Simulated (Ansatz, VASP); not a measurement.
# Two plane-wave programs on MgSi

File POSCAR:

```
MgSi
1.0
    2.9956458200      0.0000000000      0.0000000000
    0.0000000000      2.9956458200      0.0000000000
    0.0000000000      0.0000000000      4.2265298100
Mg Si
1 1
Direct
    0.0000000000      0.0000000000      0.0000000000
    0.5000000000      0.5000000000      0.5000000000
```

The input INCAR.step1:

```
SYSTEM = MgSi
PREC = Accurate
ENCUT = 520
ISMEAR = 0
SIGMA = 0.15
LREAL = .FALSE.
LASPH = .TRUE.
NELM = 60
NBANDS = 10
GGA = PE
ALGO = Normal
EDIFF = 1E-4
LWAVE = .TRUE.
LCHARG = .FALSE.
```

File INCAR.step2:

```
SYSTEM = MgSi
PREC = Accurate
ENCUT = 520
EDIFF = 1E-6
ISMEAR = 0
SIGMA = 0.15
LREAL = .FALSE.
LASPH = .TRUE.
NELM = 60
ALGO = Normal
ISIF = 2
LWAVE = .FALSE.
LCHARG = .FALSE.
METAGGA = R2SCAN
LMIXTAU = .TRUE.
NBANDS = 10
ISTART = 1
```

KPOINTS

```
regular mesh
0
G
  16 16 12
  0 0 0
```

Input for Ansatz:

```yaml
crystal:
  lattice:
    - [2.99564582, 0.0, 0.0]
    - [0.0, 2.99564582, 0.0]
    - [0.0, 0.0, 4.22652981]
  atoms:
    - { symbol: Mg, position: [0.0, 0.0, 0.0] }
    - { symbol: Si, position: [0.5, 0.5, 0.5] }
basis:
  ecutwfc: 500
kpoints:
  mp_grid: { grid: [16, 16, 12] }
hamiltonian:
  xc: r2scan
scf:
  occupations: { method: gaussian, width: 0.15 }
output:
  forces: true
  stress: true
  eigenvalues: true
```

Change from the starting cell: strain +0.030 along x and y, +0.030 along z, atoms carried along.

Alike in both runs: task single point; functional r2SCAN; k mesh 16 × 16 × 12; occupations gaussian, width 0.15 eV; no spin polarisation.

|  | VASP | Ansatz |
| --- | --- | --- |
| version | VASP 6.6.1 | Ansatz 0.2.0 |
| potentials or method | VASP PAW PBE potentials, release 64 (Mg, Si), cutoff 520 eV | scalar-relativistic, plane waves, PAW |
| valence electrons in the cell | 6 | 14 |

|  | VASP | Ansatz | Ansatz less VASP |
| --- | --- | --- | --- |
| gap on the k mesh at the Fermi level (eV) | none | none | - |
| pressure (GPa) | -6.0 | -5.8 | +0.24 |
| traceless stress, the component that is largest in VASP (GPa) | -2.71 | -2.69 | +0.024 |

VASP's potentials were made for PBE, not for r2SCAN. A gap of «none» marks a metal or a gap that the smearing closes. The functional is the same, so the differences come from potentials, cutoffs and numerics. VASP's potentials hold 6 valence electrons a cell and Ansatz's 14, so a difference there can come from the potentials and not from the codes.
